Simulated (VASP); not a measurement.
Crystal: CdTeSe3.

```
Cd Te Se
1.0
     4.78913    0.00000    0.00000
     0.00000    4.78913    0.00000
     0.00000    0.00000    6.05410
Cd Te Se
1 1 3
Direct
  0.00000 0.00000 0.98389
  0.50000 0.50000 0.68722
  0.00000 0.50000 0.50068
  0.50000 0.50000 0.10014
  0.50000 0.00000 0.50068
```

```yaml
Program: VASP 6.6.1
Task: relaxation of cell and atoms
Functional: PBE
Potentials_or_basis: VASP PAW PBE potentials, release 64 (Cd, Te, Se)
Cutoff: 600 eV
k_mesh: 4 × 4 × 4
Occupations: gaussian, width 0.1 eV
Spin: no spin polarisation
```

At the start: pressure 3.8 GPa; volume 27.77 Å³/atom.

Problem. How do energy, volume and symmetry change on relaxing?

Solution. Over 10 steps the energy falls by 33.2 meV/atom and the volume is 31.10 Å³/atom (+12.0 %); space group P4mm (No. 99, to 0.05 Å).

The path:
| step | energy change (eV) | largest force (eV/Å) | pressure (GPa) | volume (Å³) |
| --- | --- | --- | --- | --- |
| 1 | 0.0000 | 0.4675 | 3.84 | 138.86 |
| 2 | -0.1276 | 0.3339 | -0.56 | 152.67 |
| 3 | -0.1327 | 0.2317 | 0.06 | 150.17 |
| 4 | -0.1371 | 0.2150 | 0.05 | 150.56 |
| 5 | -0.1486 | 0.1518 | 0.03 | 151.74 |
| 6 | -0.1620 | 0.1671 | -0.02 | 154.11 |
| 7 | -0.1495 | 0.4239 | -0.09 | 158.91 |
| 8 | -0.1637 | 0.2148 | -0.04 | 155.30 |
| 9 | -0.1647 | 0.1554 | -0.04 | 155.66 |
| 10 | -0.1661 | 0.0334 | -0.04 | 155.50 |

Final structure:
```
Cd Te Se
1.0
     4.98554    0.00000    0.00000
     0.00000    4.98554    0.00000
     0.00000    0.00000    6.25616
Cd Te Se
1 1 3
Direct
  0.00000 0.00000 0.99487
  0.50000 0.50000 0.67336
  0.00000 0.50000 0.51196
  0.50000 0.50000 0.08046
  0.50000 0.00000 0.51196
```
